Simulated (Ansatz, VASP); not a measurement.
# Two plane-wave programs on AlNi

```xyz
2
Lattice="2.8687 0.0000 0.0000 0.0000 2.8687 0.0000 0.0000 0.0000 2.8687" Properties=species:S:1:pos:R:3 pbc="T T T"
Al    0.0000    0.0000   -0.0397
Ni    1.4344    1.4344    1.4526
```

Change from the starting cell: mode 6 frozen in at -0.040 Å, equal normal strain along x, y and z -0.0083.

Alike in both runs: task single point; functional PBE; k mesh 16 × 16 × 16; occupations gaussian, width 0.15 eV; no spin polarisation.

|  | VASP | Ansatz |
| --- | --- | --- |
| version | VASP 6.6.1 | Ansatz 0.2.0 |
| potentials or method | VASP PAW PBE potentials, release 64 (Al, Ni), cutoff 520 eV | scalar-relativistic, plane waves, PAW |
| valence electrons in the cell | 13 | 21 |

VASP gave:

* gap on the k mesh at the Fermi level (eV): none
* pressure (GPa): 4.4
* traceless stress, the component that is largest in VASP (GPa): -0.12
* rms of the force components (eV/Å): 0.211

Q: What did Ansatz give for the same quantities?

A: gap on the k mesh at the Fermi level (eV): none; pressure (GPa): 4.4; traceless stress, the component that is largest in VASP (GPa): -0.12; rms of the force components (eV/Å): 0.209.

Atom by atom the forces differ by 0.002 eV/Å (rms over components). A gap of «none» marks a metal or a gap that the smearing closes. VASP's potentials hold 13 valence electrons a cell and Ansatz's 21, so a difference there can come from the potentials and not from the codes.
